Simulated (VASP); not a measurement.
# Ta2C (P-3m1) in VASP: notebook

Runs on Ta2C. Level: r2SCAN. Tasks: single point.

Program: VASP 6.6.1. These are calculated values, not measurements. Logs are shortened: lines on timing, memory, paths and dates and some standing lists are left out, and cuts for length are marked.

## (1) The cell of the first run

It takes space group P-3m1 (No. 164, trigonal). Conventional cell: a = 3.172 Å, b = 3.172 Å, c = 5.041 Å, α = 90.00°, β = 90.00°, γ = 120.00°. Within 2.9 Å of Ta (site symmetry 3m) lie 3 C at 2.22 Å. C (site symmetry -3m) has 6 Ta at 2.22 Å within 2.9 Å.

## (2) Single point, r2SCAN (equal strain along all axes, cell held: +2.0 %, then relaxed in part)

Input file POSCAR:

```
Ta2C
1.0
    3.1723677451      0.0000000000      0.0000000000
   -1.5861838725      2.7473510574      0.0000000000
    0.0000000000      0.0000000000      5.0411449262
Ta C
2 1
Direct
    0.3333333333      0.6666666667      0.2500661200
    0.6666666667      0.3333333333      0.7499338800
    0.0000000000      0.0000000000      0.0000000000
```

Input file INCAR.step1:

```
SYSTEM = Ta2C
PREC = Accurate
ENCUT = 520
ISMEAR = 0
SIGMA = 0.1
LREAL = .False.
LASPH = .True.
NELM = 100
NBANDS = 20
GGA = PE
ALGO = Normal
EDIFF = 1E-4
LWAVE = .True.
LCHARG = .False.
```

Input file INCAR.step2:

```
SYSTEM = Ta2C
PREC = Accurate
ENCUT = 520
EDIFF = 1E-6
ISMEAR = 0
SIGMA = 0.1
LREAL = .False.
LASPH = .True.
NELM = 100
ALGO = Normal
ISIF = 2
LWAVE = .False.
LCHARG = .False.
METAGGA = R2SCAN
LMIXTAU = .True.
NBANDS = 20
ISTART = 1
```

Input file KPOINTS:

```
Automatic mesh
0
Gamma
  18 18 10
  0 0 0
```

Potentials or basis: VASP PAW PBE potentials, release 64 (Ta_pv, C).

Command:

```sh
$ cat potpaw_PBE.64/Ta_pv/POTCAR potpaw_PBE.64/C/POTCAR > POTCAR
$ cp INCAR.step1 INCAR
$ mpirun -np 1 vasp_std > vasp.out
$ cp INCAR.step2 INCAR
$ mpirun -np 1 vasp_std > vasp.out
```

OUTCAR:

```text
SYSTEM = Ta2C
   PREC = Accurate
   ENCUT = 520
   EDIFF = 1E-6
   ISMEAR = 0
   LREAL = .False.
   LASPH = .True.
   NELM = 100
   ISIF = 2
   METAGGA = R2SCAN
   ISTART = 1

 ion  position               nearest neighbor table
   1  0.333  0.667  0.250-   3 2.22   3 2.22   3 2.22   2 3.12   2 3.12   2 3.12   2 3.12   2 3.12
                             2 3.12
   2  0.667  0.333  0.750-   3 2.22   3 2.22   3 2.22   1 3.12   1 3.12   1 3.12   1 3.12   1 3.12
                             1 3.12
   3  0.000  0.000  0.000-   1 2.22   2 2.22   1 2.22   2 2.22   2 2.22   1 2.22

  LATTYP: Found a hexagonal cell.
 ALAT       =     3.1723677451
 C/A-ratio  =     1.5890796185

  Lattice vectors:

 A1 = (   3.1723677451,   0.0000000000,   0.0000000000)
 A2 = (  -1.5861838725,   2.7473510574,   0.0000000000)
 A3 = (   0.0000000000,   0.0000000000,   5.0411449262)

Analysis of symmetry for initial positions (statically):
=====================================================================
 Subroutine PRICEL returns:
 Original cell was already a primitive cell.

 Routine SETGRP: Setting up the symmetry group for a
 hexagonal supercell.

 Subroutine GETGRP returns: Found 12 space group operations
 (whereof 12 operations were pure point group operations)
 out of a pool of 24 trial point group operations.

The static configuration has the point symmetry D_3d.

Analysis of symmetry for dynamics (positions and initial velocities):
=====================================================================
 Subroutine PRICEL returns:
 Original cell was already a primitive cell.

 Routine SETGRP: Setting up the symmetry group for a
 hexagonal supercell.

 Subroutine GETGRP returns: Found 12 space group operations
 (whereof 12 operations were pure point group operations)
 out of a pool of 24 trial point group operations.

The dynamic configuration has the point symmetry D_3d.

 Subroutine INISYM returns: Found 12 space group operations
 (whereof 12 operations are pure point group operations),
 and found     1 'primitive' translations

----------------------------------------------------------------------------------------

                                     Primitive cell

  volume of cell :      43.9366

  direct lattice vectors                    reciprocal lattice vectors
     3.172367745  0.000000000  0.000000000     0.315221967  0.181993487  0.000000000
    -1.586183872  2.747351057  0.000000000     0.000000000  0.363986975  0.000000000
     0.000000000  0.000000000  5.041144926     0.000000000  0.000000000  0.198367636

  length of vectors
     3.172367745  3.172367745  5.041144926     0.363986975  0.363986975  0.198367636

  position of ions in fractional coordinates (direct lattice)
     0.333333333  0.666666667  0.250066120
     0.666666667  0.333333333  0.749933880
     0.000000000  0.000000000  0.000000000

  ion indices of the primitive-cell ions
   primitive index   ion index
                 1           1
                 2           2
                 3           3

----------------------------------------------------------------------------------------

 KPOINTS: Automatic mesh

Automatic generation of k-mesh.
 Grid dimensions read from file:
 generate k-points for:   18   18   10

 Generating k-lattice:

  Cartesian coordinates                     Fractional coordinates (reciprocal lattice)
     0.017512331  0.010110749  0.000000000     0.055555556  0.000000000  0.000000000
     0.000000000  0.020221499  0.000000000     0.000000000  0.055555556  0.000000000
     0.000000000  0.000000000  0.019836764     0.000000000  0.000000000  0.100000000

  Length of vectors
     0.020221499  0.020221499  0.019836764

  Shift w.r.t. Gamma in fractional coordinates (k-lattice)
     0.000000000  0.000000000  0.000000000

 Subroutine IBZKPT returns following result:
 ===========================================

 Found    330 irreducible k-points:

 Following reciprocal coordinates:
            Coordinates               Weight
  0.000000  0.000000  0.000000      1.000000
  0.055556  0.000000  0.000000      6.000000
  0.111111  0.000000  0.000000      6.000000
  0.166667  0.000000  0.000000      6.000000
  0.222222  0.000000  0.000000      6.000000
  0.277778  0.000000  0.000000      6.000000
[... 16 lines left out ...]
  0.333333  0.111111  0.000000     12.000000
  0.388889  0.111111  0.000000     12.000000
 [... further k-points ...]
   k-points           NKPTS =    330   k-points in BZ     NKDIM =    330   number of bands    NBANDS=     20
   number of dos      NEDOS =    301   number of ions     NIONS =      3
   total plane-waves  NPLWV =  23040
   dimension x,y,z NGX =    24 NGY =   24 NGZ =   40
   dimension x,y,z NGXF=    48 NGYF=   48 NGZF=   80
   ions per type =               2   1
   NGX,Y,Z   is equivalent  to a cutoff of  12.58, 12.58, 13.19 a.u.
   NGXF,Y,Z  is equivalent  to a cutoff of  25.15, 25.15, 26.38 a.u.
 SYSTEM =  Ta2C
   PREC   = accura    normal or accurate (medium, high low for compatibility)
   ISTART =      1    job   : 0-new  1-cont  2-samecut
   ICHARG =      0    charge: 1-file 2-atom 10-const
   ISPIN  =      1    spin polarized calculation?
   LNONCOLLINEAR =      F non collinear calculations
   LSORBIT =      F    spin-orbit coupling
   LASPH  =      T    aspherical Exc in radial PAW
   ENCUT  =  520.0 eV  38.22 Ry    6.18 a.u.   5.90  5.90  9.37*2*pi/ulx,y,z
   NELM   =    100;   NELMIN=  2; NELMDL=  0     # of ELM steps
   EDIFF  = 0.1E-05   stopping-criterion for ELM
   LREAL  =      F    real-space projection
   EDIFFG = 0.1E-04   stopping-criterion for IOM
   NSW    =      0    number of steps for IOM
   IBRION =     -1    ionic relax: 0-MD 1-quasi-New 2-CG
   NFREE  =      0    steps in history (QN), initial steepest desc. (CG)
   ISIF   =      2    stress and relaxation
   ISYM   =      2    0-nonsym 1-usesym 2-fastsym
   POTIM  = 0.5000    time-step for ionic-motion
   TEBEG  =    0.0;   TEEND  =   0.0 temperature during run
   PSTRESS=    0.0 pullay stress
   NELECT =      26.0000    total number of electrons
   NUPDOWN=      -1.0000    fix difference up-down
   EMIN   =  10.00;   EMAX   =-10.00  energy-range for DOS
   EFERMI =   0.00;   METHOD = LEGACY
   ISMEAR =     0;   SIGMA  =   0.10  broadening in eV -4-tet -1-fermi 0-gaus
   EFERMI_NEDOS =   21; number of points for ismear=-14 and -15
   IALGO  =     38    algorithm
   IMIX   =      4    mixing-type and parameters
     AMIX     =   0.40;   BMIX     =  1.00
     AMIX_MAG =   1.60;   BMIX_MAG =  1.00
  volume/ion in A,a.u.               =      14.65        98.83
  Fermi-wavevector in a.u.,A,eV,Ry     =   1.374433  2.597302 25.702314  1.889067
  Thomas-Fermi vector in A             =   2.499860
   LORBIT       =      0    0 simple, 1 ext, 2 COOP (PROOUT), +10 PAW based schemes
   METAGGA = R2SCAN    functional components
   LHFCALC =     F    Hartree Fock is set to
   AEXX    =    0.0000 exact exchange contribution
   IVDW    =     0    specifies the selected vdW correction
   LEPSILON=     F    determine dielectric tensor
   LRPA    =     F    only Hartree local field effects (RPA)
 non-spin polarized calculation
 Gauss-broadening in eV      SIGMA  =   0.10
  energy-cutoff  :      520.00
  volume of cell :       43.94
 maximum number of plane-waves:      1200
   NGX = 11   NGY = 11   NGZ = 19

 number of electron      25.9999996 magnetization

 Free energy of the ion-electron system (eV)
  ---------------------------------------------------
  ext. energy  EPLUGINS =         0.00000000
  ---------------------------------------------------
  free energy    TOTEN  =      -109.05955460 eV

  energy without entropy =     -109.05604374  energy(sigma->0) =     -109.05779917

 E-fermi :   6.0763     XC(G=0): -13.5055

 val. band max:        6.0728925562   @ k =   0.0556   0.0556   0.5000
 cond. band min:       6.0786850969   @ k =  -0.1111   0.4444   0.4000
 fundamental gap:      0.0057925407
 Fermi energy:         6.0763297117

 k-point     1 :       0.0000    0.0000    0.0000
  band No.  band energies     occupation
      1     -30.2278      2.00000
      2     -29.6699      2.00000
      3     -29.6699      2.00000
      4     -29.5761      2.00000
      5     -29.5761      2.00000
      6     -29.4909      2.00000
[... 12 lines left out ...]
     19       8.9365      0.00000
     20      13.3104      0.00000

 k-point     2 :       0.0556    0.0000    0.0000
  band No.  band energies     occupation
      1     -30.2208      2.00000
      2     -29.6851      2.00000
      3     -29.6754      2.00000
      4     -29.5911      2.00000
      5     -29.5775      2.00000
      6     -29.4937      2.00000
[... 12 lines left out ...]
     19       9.2865      0.00000
     20      13.3757      0.00000

 k-point     3 :       0.1111    0.0000    0.0000
  band No.  band energies     occupation
      1     -30.2000      2.00000
      2     -29.7290      2.00000
      3     -29.6907      2.00000
      4     -29.6337      2.00000
      5     -29.5819      2.00000
      6     -29.5019      2.00000
[... 12 lines left out ...]
     19      10.0310      0.00000
     20      13.3495      0.00000

 k-point     4 :       0.1667    0.0000    0.0000
  band No.  band energies     occupation
      1     -30.1671      2.00000
      2     -29.7962      2.00000
      3     -29.7132      2.00000
      4     -29.6976      2.00000
      5     -29.5896      2.00000
      6     -29.5159      2.00000
[... 12 lines left out ...]
     19      10.8515      0.00000
     20      13.1117      0.00000

 k-point     5 :       0.2222    0.0000    0.0000
  band No.  band energies     occupation
      1     -30.1244      2.00000
      2     -29.8784      2.00000
      3     -29.7738      2.00000
      4     -29.7396      2.00000
      5     -29.6001      2.00000
      6     -29.5357      2.00000
[... 12 lines left out ...]
     19      11.6227      0.00000
     20      12.8168      0.00000

 k-point     6 :       0.2778    0.0000    0.0000
  band No.  band energies     occupation
      1     -30.0767      2.00000
      2     -29.9638      2.00000
      3     -29.8522      2.00000
      4     -29.7667      2.00000
      5     -29.6121      2.00000
      6     -29.5613      2.00000
[... 12 lines left out ...]
     19      12.2340      0.00000
     20      12.6323      0.00000

 k-point     7 :       0.3333    0.0000    0.0000
  band No.  band energies     occupation
      1     -30.0621      2.00000
      2     -30.0090      2.00000
      3     -29.9222      2.00000
      4     -29.7914      2.00000
      5     -29.6240      2.00000
      6     -29.5915      2.00000
[... 12 lines left out ...]
     19      12.2300      0.00000
     20      12.7919      0.00000
[... 277 lines left out ...]
 k-point    20 :       0.1667    0.1111    0.0000
  band No.  band energies     occupation
      1     -30.1070      2.00000
      2     -29.8812      2.00000
      3     -29.8433      2.00000
      4     -29.7175      2.00000
      5     -29.6261      2.00000
      6     -29.5442      2.00000
[... 12 lines left out ...]
     19      11.6287      0.00000
     20      12.8218      0.00000

 k-point    21 :       0.2222    0.1111    0.0000
  band No.  band energies     occupation
      1     -30.0615      2.00000
      2     -29.9598      2.00000
      3     -29.8964      2.00000
      4     -29.7580      2.00000
      5     -29.6435      2.00000
      6     -29.5698      2.00000
[... 12 lines left out ...]
     19      12.0384      0.00000
     20      12.7066      0.00000

 k-point    22 :       0.2778    0.1111    0.0000
  band No.  band energies     occupation
      1     -30.0539      2.00000
      2     -29.9958      2.00000
      3     -29.9401      2.00000
      4     -29.7975      2.00000
      5     -29.6590      2.00000
      6     -29.6003      2.00000
[... 12 lines left out ...]
     19      12.1358      0.00000
     20      12.4431      0.00000

 k-point    23 :       0.3333    0.1111    0.0000
  band No.  band energies     occupation
      1     -30.1086      2.00000
      2     -29.9928      2.00000
      3     -29.9378      2.00000
      4     -29.8296      2.00000
      5     -29.6715      2.00000
      6     -29.6333      2.00000
[... 12 lines left out ...]
     19      11.8850      0.00000
     20      12.0470      0.00000

 k-point    24 :       0.3889    0.1111    0.0000
  band No.  band energies     occupation
      1     -30.1476      2.00000
      2     -30.0140      2.00000
      3     -29.9018      2.00000
      4     -29.8505      2.00000
      5     -29.6795      2.00000
      6     -29.6626      2.00000
[... 12 lines left out ...]
     19      11.4184      0.00000
     20      11.7890      0.00000

 [... further k-points ...]

------------------------ aborting loop because EDIFF is reached ----------------------------------------

  FORCE on cell =-STRESS in cart. coord.  units (eV):
  Direction    XX          YY          ZZ          XY          YZ          ZX
  --------------------------------------------------------------------------------------
  -------------------------------------------------------------------------------------
  Total       -3.7021955     -3.7021955     -3.7007623     -0.0000000      0.0000000      0.0000000
  in kB     -135.0028893   -135.0028893   -134.9506281     -0.0000000      0.0000000      0.0000000
  external PRESSURE =    -134.9854689 kB  Pullay stress =       0.0000000 kB

 VOLUME and BASIS-vectors are now :
 -----------------------------------------------------------------------------
  energy-cutoff  :      520.00
  volume of cell :       43.94
      direct lattice vectors                 reciprocal lattice vectors
     3.172367745  0.000000000  0.000000000     0.315221967  0.181993487  0.000000000
    -1.586183872  2.747351057  0.000000000     0.000000000  0.363986975  0.000000000
     0.000000000  0.000000000  5.041144926     0.000000000  0.000000000  0.198367636

 POSITION                                       TOTAL-FORCE (eV/Angst)
 -----------------------------------------------------------------------------------
     -0.00000      1.83157      1.26062         0.000000      0.000000      0.037678
      1.58618      0.91578      3.78053        -0.000000      0.000000     -0.037678
      0.00000      0.00000      0.00000         0.000000      0.000000      0.000000
 -----------------------------------------------------------------------------------
    total drift:                                0.000000     -0.000000      0.000000

  FREE ENERGIE OF THE ION-ELECTRON SYSTEM (eV)
  ---------------------------------------------------
  free  energy   TOTEN  =      -109.0595546036 eV

  energy  without entropy=     -109.0560437414  energy(sigma->0) =     -109.05779917
```

Wall time 5.3 min (1 thread of Intel Xeon 6975P-C (Granite Rapids), shared host); peak memory 0.37 GiB.

Results:

| Item | Value |
| --- | --- |
| Free energy | -109.0596 eV |
| Pressure | -13.5 GPa |
| Largest force | 0.038 eV/Å |
| Band gap on the k mesh | zero (bands 13 and 14 overlap by 0.70 eV) |

Forces in eV/Å, atoms in the order of the input:
```
Ta   0.000  0.000  0.038
Ta   0.000  0.000 -0.038
C    0.000  0.000  0.000
```

Levels at points of the mesh, in eV from the Fermi level:
| k point | band 11 | band 12 | band 13 | band 14 | band 15 | band 16 |
| --- | --- | --- | --- | --- | --- | --- |
| (0.00, 0.00, 0.00) | -3.56 | 0.03 | 0.48 | 0.48 | 1.06 | 1.06 |
| (0.50, 0.00, 0.00) | -3.60 | -2.05 | -0.56 | 3.25 | 3.29 | 4.25 |
| (0.00, 0.00, 0.50) | -1.87 | -1.72 | -0.22 | -0.22 | 2.68 | 2.68 |
| (0.50, 0.00, 0.50) | -2.53 | -1.52 | -1.26 | 1.49 | 1.58 | 4.06 |

Caveat: the cell differs from its parent crystal (equal strain along all axes, cell held: +2.0 %, then relaxed in part); the cell stands under tension; the PAW data sets were made with another functional, which shifts forces and pressure a little; spin-orbit coupling is left out, which moves the levels of the heavy elements.

## (3) Single point, r2SCAN

This run uses another cell than the first one: it holds 6 atoms, not 3.

Input file POSCAR:

```
Ta2C
1.0
   -3.1101644567      0.0000000000      0.0000000000
   -1.5550822284     -2.6934814295      0.0000000000
    0.0000000000      0.0000000000      9.8845978913
Ta C
4 2
Direct
    0.3333333333      0.3333333333      0.1267817896
    0.3333333333      0.3333333333      0.6267817896
    0.6666666667      0.6666666667      0.3732182104
    0.6666666667      0.6666666667      0.8732182104
    0.0000000000      1.0000000000      0.0000000000
    0.0000000000      1.0000000000      0.5000000000
```

Input file INCAR.step1:

```
  PREC = Accurate
  ENCUT = 520
  ISMEAR = 0
  SIGMA = 0.15
  LREAL = F
  LASPH = T
  NELM = 60
  NBANDS = 35
  GGA = PE
  ALGO = Normal
  EDIFF = 1E-4
  LWAVE = T
  LCHARG = F
```

Input file INCAR.step2:

```
  PREC = Accurate
  ENCUT = 520
  EDIFF = 1E-6
  ISMEAR = 0
  SIGMA = 0.15
  LREAL = F
  LASPH = T
  NELM = 60
  ALGO = Normal
  ISIF = 2
  LWAVE = F
  LCHARG = F
  METAGGA = R2SCAN
  LMIXTAU = T
  NBANDS = 35
  ISTART = 1
```

Input file KPOINTS:

```
regular mesh
0
Gamma
  17 17 5
```

Potentials or basis: VASP PAW PBE potentials, release 64 (Ta_pv, C).

Command:

```sh
$ cat potpaw_PBE.64/Ta_pv/POTCAR potpaw_PBE.64/C/POTCAR > POTCAR
$ cp INCAR.step1 INCAR
$ mpirun -np 1 vasp_std > vasp.out
$ cp INCAR.step2 INCAR
$ mpirun -np 1 vasp_std > vasp.out
```

Run time: 9.6 min. Hardware: 1 thread of Intel Xeon 6975P-C (Granite Rapids), shared host; peak memory 0.45 GiB.

It converged, with:

```yaml
Free_energy: -218.3376 eV
Pressure: 0.9 GPa
Largest_force: 0.057 eV/Å
Band_gap_on_the_k_mesh: zero (bands 26 and 27 overlap by 0.37 eV)
```

Forces on the atoms (eV/Å):
```
Ta   0.000  0.000  0.057
Ta   0.000  0.000  0.057
Ta   0.000  0.000 -0.057
Ta   0.000  0.000 -0.057
C    0.000  0.000  0.000
C    0.000  0.000  0.000
```

Levels at points of the mesh, in eV from the Fermi level:
```csv
k point,band 23,band 24,band 25,band 26,band 27,band 28,band 29,band 30
"(0.00, 0.00, 0.00)",-1.80,-0.24,-0.24,0.02,0.51,0.51,1.17,1.17
```

Caveat: the PAW data sets were made with another functional, which shifts forces and pressure a little; spin-orbit coupling is left out, which moves the levels of the heavy elements.
